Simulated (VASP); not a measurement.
A run of VASP 6.6.1:

The input INCAR:

```
ALGO = Normal ; EDIFF = 1E-6
ENCUT = 520 ; GGA = PS
ISIF = 2 ; ISMEAR = 0
LASPH = True ; LCHARG = False
LREAL = False ; LWAVE = False
NBANDS = 26 ; NELM = 80
PREC = Accurate ; SIGMA = 0.01
```

Contents of KPOINTS:

```
k-points
0
Gamma
  3 3 3
```

File POSCAR:

```
ZnS
1.0
    3.8054508206      0.0000000000      0.0000000000
   -1.9027254103      3.2956170835      0.0000000000
    0.0000000000      0.0000000000      6.2439930788
Zn S
2 2
Direct
    0.3333333333      0.6666666667      0.0003381272
    0.6666666667      0.3333333333      0.5003381272
    0.3333333333      0.6666666667      0.3746618728
    0.6666666667      0.3333333333      0.8746618728
```

Potentials or basis: VASP PAW PBE potentials, release 64 (Zn, S).

Launch:

```bash
$ cat potpaw_PBE.64/Zn/POTCAR potpaw_PBE.64/S/POTCAR > POTCAR
$ mpirun -np 1 vasp_std > vasp.out
```

Hardware: 1 thread of Intel Xeon 8259CL (shared host).

Question: How long does it take, and how much memory?

Answer: Run time: 18 s on 1 thread of Intel Xeon 8259CL, on a shared host, peak memory 0.18 GiB. Counts: scf iterations 14, k points 6.
